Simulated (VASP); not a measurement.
Wanted: the native input for a VASP 6.6.1 run.

| Property | Result |
| --- | --- |
| Task | single point |
| Functional | PBE |
| Potentials or basis | VASP PAW PBE potentials, release 64 (Cd, S) |
| Cutoff | 500 eV |
| k mesh | 5 × 5 × 5 |
| Occupations | gaussian, width 0.15 eV |
| Spin | no spin polarisation |
| Dipole correction | no |
| Further INCAR settings | ALGO = Normal; EDIFF = 1e-06; NBANDS = 16 |

The structure of CdS lies in POSCAR:

```
CdS
1.0
   -1.9516859388      1.9516859388      2.7410556028
    1.9516859388     -1.9516859388      2.7410556028
    1.9516859388      1.9516859388     -2.7410556028
Cd S
1 1
Direct
    0.5000000000      0.5000000000      0.0000000000
    0.0000000000      0.0000000000      0.0000000000
```

These files were run (other wordings do the same):

INCAR

```
SYSTEM = CdS
  ALGO = Normal
  EDIFF = 1E-6
  ENCUT = 500
  GGA = PE
  GGA_COMPAT = .False.
  ISIF = 2
  ISMEAR = 0
  LASPH = .True.
  LCHARG = .False.
  LREAL = .False.
  LWAVE = .False.
  NBANDS = 16
  NELM = 120
  PREC = Accurate
  SIGMA = 0.15
```

KPOINTS

```
k-points
0
Gamma
  5 5 5
  0 0 0
```

Potentials or basis: VASP PAW PBE potentials, release 64 (Cd, S).

Launch:

```sh
$ cat potpaw_PBE.64/Cd/POTCAR potpaw_PBE.64/S/POTCAR > POTCAR
$ mpirun -np 1 vasp_std > vasp.out
```

Results of the run:

The pressure is 0.0 GPa and the band gap on the k mesh is 0.73 eV, indirect (least direct gap 1.50 eV).

Caveat: the k points lie up to 0.46 Å⁻¹ apart.

Wall time 22 s on 1 thread of Intel Xeon 8259CL, on a shared host, peak memory 0.16 GiB.
